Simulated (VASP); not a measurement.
Write the native input for VASP 6.6.1 that does the following.

```yaml
Task: single point
Functional: PBE
Potentials_or_basis: VASP PAW PBE potentials, release 64 (In_d)
Cutoff: 520 eV
k_mesh: 14 × 14 × 14
Occupations: fermi-dirac, width 0.05 eV
Spin: non-collinear spin, zero start, spin-orbit coupling
Starting_moments: "[[0.0, 0.0, 0.0]] μB"
Dipole_correction: no
Further_INCAR_settings: ALGO = Normal; EDIFF = 1e-06; NBANDS = 24
```

The structure of In lies in POSCAR:

```
In
1.0
   -1.6261500000      1.6261500000      2.4739500000
    1.6261500000     -1.6261500000      2.4739500000
    1.6261500000      1.6261500000     -2.4739500000
In
1
Direct
    0.0000000000      0.0000000000      0.0000000000
```

The input as run:

INCAR

```
PREC = Accurate
ENCUT = 520
EDIFF = 1E-6
ISMEAR = -1
SIGMA = 0.05
LREAL = False
LASPH = True
NELM = 150
ALGO = Normal
ISIF = 2
LWAVE = False
LCHARG = False
MAGMOM = 0 0 0
LORBIT = 11
LSORBIT = True
GGA_COMPAT = False
LORBMOM = True
GGA = PE
NBANDS = 24
```

KPOINTS

```
regular mesh
0
Gamma
  14 14 14
```

Potentials or basis: VASP PAW PBE potentials, release 64 (In_d).

Command:

```sh
$ cat potpaw_PBE.64/In_d/POTCAR > POTCAR
$ mpirun -np 1 vasp_ncl > vasp.out
```

It gave:

```
Pressure                                              : 1.9 GPa
Net moment                                            : 0.00 μB per cell
Valence electrons inside the program's atomic spheres : In 11.34
```

It took 9.6 min on 1 thread of Intel Xeon 8259CL, on a shared host, peak memory 0.38 GiB.
